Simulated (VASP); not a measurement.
# LiCl (rocksalt type) (Fm-3m) in VASP: notebook

LiCl (rocksalt type) is run at these levels: PBE; tasks: single point, relaxation of cell and atoms.

All numbers are computed with VASP 6.6.1; they aren't measurements. Logs are shortened: lines on timing, memory, paths and dates and some standing lists are left out, and cuts for length are marked.

### 1 The cell of the first run

It takes space group Fm-3m (No. 225, cubic). The conventional cell has a = 5.150 Å, b = 5.150 Å, c = 5.150 Å, α = 90.00°, β = 90.00°, γ = 90.00°. Within 3.4 Å of Li (site symmetry m-3m) lie 6 Cl at 2.57 Å. Cl (site symmetry m-3m) has 6 Li at 2.57 Å within 3.4 Å.

### 2 Single point, PBE

INCAR reads:

```
  PREC = Accurate
  ENCUT = 520
  EDIFF = 1E-6
  ISMEAR = -1
  SIGMA = 0.05
  LREAL = False
  LASPH = True
  NELM = 100
  ALGO = Normal
  ISIF = 2
  LWAVE = False
  LCHARG = False
  GGA = PE
  NBANDS = 12
```

KPOINTS reads:

```
Automatic mesh
0
Gamma
  14 14 14
```

POSCAR reads:

```
LiCl
1.0
    0.0000000000      2.5748467409      2.5748467409
    2.5748467409      0.0000000000      2.5748467409
    2.5748467409      2.5748467409      0.0000000000
Li Cl
1 1
Direct
    0.0000000000      0.0000000000      0.0000000000
    0.5000000000      0.5000000000      0.5000000000
```

Potentials or basis: VASP PAW PBE potentials, release 64 (Li_sv, Cl).

The run is started by

```console
cat potpaw_PBE.64/Li_sv/POTCAR potpaw_PBE.64/Cl/POTCAR > POTCAR
mpirun -np 1 vasp_std > vasp.out
```

OUTCAR:

```text
PREC = Accurate
   ENCUT = 520
   EDIFF = 1E-6
   ISMEAR = -1
   LREAL = False
   LASPH = True
   NELM = 100
   ISIF = 2
   GGA = PE

 ion  position               nearest neighbor table
   1  0.000  0.000  0.000-   2 2.57   2 2.57   2 2.57   2 2.57   2 2.57   2 2.57
   2  0.500  0.500  0.500-   1 2.57   1 2.57   1 2.57   1 2.57   1 2.57   1 2.57

  LATTYP: Found a face centered cubic cell.
 ALAT       =     5.1496934818

  Lattice vectors:

 A1 = (   0.0000000000,   2.5748467409,   2.5748467409)
 A2 = (   2.5748467409,   0.0000000000,   2.5748467409)
 A3 = (   2.5748467409,   2.5748467409,   0.0000000000)

Analysis of symmetry for initial positions (statically):
=====================================================================
 Subroutine PRICEL returns:
 Original cell was already a primitive cell.

 Routine SETGRP: Setting up the symmetry group for a
 face centered cubic supercell.

 Subroutine GETGRP returns: Found 48 space group operations
 (whereof 48 operations were pure point group operations)
 out of a pool of 48 trial point group operations.

The static configuration has the point symmetry O_h .

Analysis of symmetry for dynamics (positions and initial velocities):
=====================================================================
 Subroutine PRICEL returns:
 Original cell was already a primitive cell.

 Routine SETGRP: Setting up the symmetry group for a
 face centered cubic supercell.

 Subroutine GETGRP returns: Found 48 space group operations
 (whereof 48 operations were pure point group operations)
 out of a pool of 48 trial point group operations.

The dynamic configuration has the point symmetry O_h .

 Subroutine INISYM returns: Found 48 space group operations
 (whereof 48 operations are pure point group operations),
 and found     1 'primitive' translations

----------------------------------------------------------------------------------------

                                     Primitive cell

  volume of cell :      34.1416

  direct lattice vectors                    reciprocal lattice vectors
     0.000000000  2.574846741  2.574846741    -0.194186315  0.194186315  0.194186315
     2.574846741  0.000000000  2.574846741     0.194186315 -0.194186315  0.194186315
     2.574846741  2.574846741  0.000000000     0.194186315  0.194186315 -0.194186315

  length of vectors
     3.641383182  3.641383182  3.641383182     0.336340564  0.336340564  0.336340564

  position of ions in fractional coordinates (direct lattice)
     0.000000000  0.000000000  0.000000000
     0.500000000  0.500000000  0.500000000

  ion indices of the primitive-cell ions
   primitive index   ion index
                 1           1
                 2           2

----------------------------------------------------------------------------------------

 KPOINTS: Automatic mesh

Automatic generation of k-mesh.
 Grid dimensions read from file:
 generate k-points for:   14   14   14

 Generating k-lattice:

  Cartesian coordinates                     Fractional coordinates (reciprocal lattice)
    -0.013870451  0.013870451  0.013870451     0.071428571  0.000000000  0.000000000
     0.013870451 -0.013870451  0.013870451     0.000000000  0.071428571  0.000000000
     0.013870451  0.013870451 -0.013870451     0.000000000  0.000000000  0.071428571

  Length of vectors
     0.024024326  0.024024326  0.024024326

  Shift w.r.t. Gamma in fractional coordinates (k-lattice)
     0.000000000  0.000000000  0.000000000

 Subroutine IBZKPT returns following result:
 ===========================================

 Found    104 irreducible k-points:

 Following reciprocal coordinates:
            Coordinates               Weight
  0.000000  0.000000  0.000000      1.000000
  0.071429  0.000000  0.000000      8.000000
  0.142857  0.000000  0.000000      8.000000
  0.214286  0.000000  0.000000      8.000000
  0.285714  0.000000  0.000000      8.000000
  0.357143  0.000000  0.000000      8.000000
[... 16 lines left out ...]
  0.214286  0.142857  0.000000     24.000000
  0.285714  0.142857  0.000000     24.000000
 [... further k-points ...]
   k-points           NKPTS =    104   k-points in BZ     NKDIM =    104   number of bands    NBANDS=     12
   number of dos      NEDOS =    301   number of ions     NIONS =      2
   total plane-waves  NPLWV =  21952
   dimension x,y,z NGX =    28 NGY =   28 NGZ =   28
   dimension x,y,z NGXF=    56 NGYF=   56 NGZF=   56
   ions per type =               1   1
   NGX,Y,Z   is equivalent  to a cutoff of  12.78, 12.78, 12.78 a.u.
   NGXF,Y,Z  is equivalent  to a cutoff of  25.57, 25.57, 25.57 a.u.
 SYSTEM =  unknown system
   PREC   = accura    normal or accurate (medium, high low for compatibility)
   ISTART =      0    job   : 0-new  1-cont  2-samecut
   ICHARG =      2    charge: 1-file 2-atom 10-const
   ISPIN  =      1    spin polarized calculation?
   LNONCOLLINEAR =      F non collinear calculations
   LSORBIT =      F    spin-orbit coupling
   LASPH  =      T    aspherical Exc in radial PAW
   ENCUT  =  520.0 eV  38.22 Ry    6.18 a.u.   6.77  6.77  6.77*2*pi/ulx,y,z
   NELM   =    100;   NELMIN=  2; NELMDL= -5     # of ELM steps
   EDIFF  = 0.1E-05   stopping-criterion for ELM
   LREAL  =      F    real-space projection
   EDIFFG = 0.1E-04   stopping-criterion for IOM
   NSW    =      0    number of steps for IOM
   IBRION =     -1    ionic relax: 0-MD 1-quasi-New 2-CG
   NFREE  =      0    steps in history (QN), initial steepest desc. (CG)
   ISIF   =      2    stress and relaxation
   ISYM   =      2    0-nonsym 1-usesym 2-fastsym
   POTIM  = 0.5000    time-step for ionic-motion
   TEBEG  =    0.0;   TEEND  =   0.0 temperature during run
   PSTRESS=    0.0 pullay stress
   NELECT =      10.0000    total number of electrons
   NUPDOWN=      -1.0000    fix difference up-down
   EMIN   =  10.00;   EMAX   =-10.00  energy-range for DOS
   EFERMI =   0.00;   METHOD = LEGACY
   ISMEAR =    -1;   SIGMA  =   0.05  broadening in eV -4-tet -1-fermi 0-gaus
   EFERMI_NEDOS =   21; number of points for ismear=-14 and -15
   IALGO  =     38    algorithm
   IMIX   =      4    mixing-type and parameters
     AMIX     =   0.40;   BMIX     =  1.00
     AMIX_MAG =   1.60;   BMIX_MAG =  1.00
  volume/ion in A,a.u.               =      17.07       115.20
  Fermi-wavevector in a.u.,A,eV,Ry     =   1.087210  2.054529 16.082435  1.182026
  Thomas-Fermi vector in A             =   2.223364
   LORBIT       =      0    0 simple, 1 ext, 2 COOP (PROOUT), +10 PAW based schemes
   GGA     = PE    functional components
   LHFCALC =     F    Hartree Fock is set to
   AEXX    =    0.0000 exact exchange contribution
   IVDW    =     0    specifies the selected vdW correction
   LEPSILON=     F    determine dielectric tensor
   LRPA    =     F    only Hartree local field effects (RPA)
 non-spin polarized calculation
  energy-cutoff  :      520.00
  volume of cell :       34.14
 maximum number of plane-waves:       941
   NGX = 13   NGY = 13   NGZ = 13

 number of electron      10.0000009 magnetization

 Free energy of the ion-electron system (eV)
  ---------------------------------------------------
  ext. energy  EPLUGINS =         0.00000000
  ---------------------------------------------------
  free energy    TOTEN  =        -7.38622682 eV

  energy without entropy =       -7.38622682  energy(sigma->0) =       -7.38622682

 E-fermi :   1.6706     XC(G=0):  -8.6802

 val. band max:        0.4950025390   @ k =  -0.0714   0.0714   0.0000
 cond. band min:       6.7647164926   @ k =   0.0000   0.0000   0.0000
 fundamental gap:      6.2697139536
 Fermi energy:         1.6706148259

 k-point     1 :       0.0000    0.0000    0.0000
  band No.  band energies     occupation
      1     -43.0519      2.00000
      2     -12.8640      2.00000
      3       0.4917      2.00000
      4       0.4918      2.00000
      5       0.4918      2.00000
      6       6.7647      0.00000
      7      12.4201      0.00000
      8      12.4201      0.00000
      9      12.4201      0.00000
     10      14.9492      0.00000
     11      14.9492      0.00000
     12      14.9492      0.00000

 k-point     2 :       0.0714    0.0000    0.0000
  band No.  band energies     occupation
      1     -43.0517      2.00000
      2     -12.8393      2.00000
      3       0.3084      2.00000
      4       0.4781      2.00000
      5       0.4781      2.00000
      6       6.9381      0.00000
      7      12.0664      0.00000
      8      12.4471      0.00000
      9      12.4471      0.00000
     10      13.9428      0.00000
     11      13.9428      0.00000
     12      15.1656      0.00000

 k-point     3 :       0.1429    0.0000    0.0000
  band No.  band energies     occupation
      1     -43.0513      2.00000
      2     -12.7690      2.00000
      3      -0.1607      2.00000
      4       0.4404      2.00000
      5       0.4404      2.00000
      6       7.3274      0.00000
      7      11.5081      0.00000
      8      12.1860      0.00000
      9      12.1860      0.00000
     10      13.5682      0.00000
     11      13.5682      0.00000
     12      15.4910      0.00000
[... 286 lines left out ...]
 k-point    23 :       0.2143    0.1429    0.0000
  band No.  band energies     occupation
      1     -43.0508      2.00000
      2     -12.6557      2.00000
      3      -0.5064      2.00000
      4       0.1648      2.00000
      5       0.2006      2.00000
      6       8.1017      0.00000
      7      10.8009      0.00000
      8      10.9692      0.00000
      9      12.4387      0.00000
     10      12.8323      0.00000
     11      15.3597      0.00000
     12      16.6305      0.00000

 k-point    24 :       0.2857    0.1429    0.0000
  band No.  band energies     occupation
      1     -43.0503      2.00000
      2     -12.5479      2.00000
      3      -1.0263      2.00000
      4       0.0837      2.00000
      5       0.1224      2.00000
      6       8.3956      0.00000
      7      10.4342      0.00000
      8      10.6850      0.00000
      9      12.0062      0.00000
     10      13.4623      0.00000
     11      15.7917      0.00000
     12      17.0505      0.00000

 [... further k-points ...]

------------------------ aborting loop because EDIFF is reached ----------------------------------------

  FORCE on cell =-STRESS in cart. coord.  units (eV):
  Direction    XX          YY          ZZ          XY          YZ          ZX
  --------------------------------------------------------------------------------------
  -------------------------------------------------------------------------------------
  Total       -0.0172749     -0.0172749     -0.0172749     -0.0000000      0.0000000     -0.0000000
  in kB       -0.8106657     -0.8106657     -0.8106657     -0.0000000      0.0000000     -0.0000000
  external PRESSURE =      -0.8106657 kB  Pullay stress =       0.0000000 kB

 VOLUME and BASIS-vectors are now :
 -----------------------------------------------------------------------------
  energy-cutoff  :      520.00
  volume of cell :       34.14
      direct lattice vectors                 reciprocal lattice vectors
     0.000000000  2.574846741  2.574846741    -0.194186315  0.194186315  0.194186315
     2.574846741  0.000000000  2.574846741     0.194186315 -0.194186315  0.194186315
     2.574846741  2.574846741  0.000000000     0.194186315  0.194186315 -0.194186315

 POSITION                                       TOTAL-FORCE (eV/Angst)
 -----------------------------------------------------------------------------------
      0.00000      0.00000      0.00000         0.000000      0.000000     -0.000000
      2.57485      2.57485      2.57485        -0.000000     -0.000000      0.000000
 -----------------------------------------------------------------------------------
    total drift:                                0.000000      0.000000      0.000000

  FREE ENERGIE OF THE ION-ELECTRON SYSTEM (eV)
  ---------------------------------------------------
  free  energy   TOTEN  =        -7.3862268199 eV

  energy  without entropy=       -7.3862268198  energy(sigma->0) =       -7.38622682
```

Run time: 61 s. Hardware: 1 thread of Intel Xeon 8259CL, shared host; peak memory 0.17 GiB.

What came out:

| Property | Result |
| --- | --- |
| Free energy | -7.3862 eV |
| Band gap on the k mesh | 6.27 eV |

Caveat: the cutoff is under 1.25 times the usual one of these potentials, so pressure, stress and relaxed cells hold a basis-set (Pulay) error.

[end of part 1 of 2]
